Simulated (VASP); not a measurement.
Set up this calculation in VASP 6.6.1, as the native input.

```yaml
Task: single point
Functional: PBEsol
Potentials_or_basis: VASP PAW PBE potentials, release 64 (As, Se)
Cutoff: 520 eV
k_mesh: 8 × 8 × 8
Occupations: methfessel-paxton, width 0.2 eV
Spin: no spin polarisation
Dipole_correction: no
Further_INCAR_settings: ALGO = Normal; EDIFF = 1e-07; NBANDS = 25
```

The structure of As2Se lies in POSCAR:

```
As2Se
1.0
   -3.5294180000      3.5294180000      2.6535710000
    3.5294180000     -3.5294180000      2.6535710000
    3.5294180000      3.5294180000     -2.6535710000
As Se
4 2
Direct
    0.8750000000      0.1250000000      0.7500000000
    0.3750000000      0.1250000000      0.2500000000
    0.8750000000      0.6250000000      0.7500000000
    0.8750000000      0.1250000000      0.2500000000
    0.5000000000      0.5000000000      0.0000000000
    0.2500000000      0.7500000000      0.5000000000
```

These files were run (other wordings do the same):

INCAR

```
SYSTEM = As2Se
PREC = Accurate
ENCUT = 520
EDIFF = 1E-7
ISMEAR = 1
SIGMA = 0.2
LREAL = .False.
LASPH = .True.
NELM = 80
ALGO = Normal
ISIF = 2
LWAVE = .False.
LCHARG = .False.
GGA = PS
NBANDS = 25
```

KPOINTS

```
Automatic mesh
0
Gamma
  8 8 8
  0 0 0
```

Potentials or basis: VASP PAW PBE potentials, release 64 (As, Se).

The run is started by

```bash
$ cat potpaw_PBE.64/As/POTCAR potpaw_PBE.64/Se/POTCAR > POTCAR
$ mpirun -np 1 vasp_std > vasp.out
```

Results of the run:

```yaml
Pressure: -3.3 GPa
Band_gap_on_the_k_mesh: zero (band 16 reaches 4.91 eV, above the bottom of band 17 at 4.51 eV)
```

Caveat: the PAW data sets were made with another functional, which shifts forces and pressure a little.

It took 2.4 min on 1 thread of Intel(R) Xeon(R) Platinum 8488C (Sapphire Rapids), with other jobs on the host, peak memory 0.34 GiB.
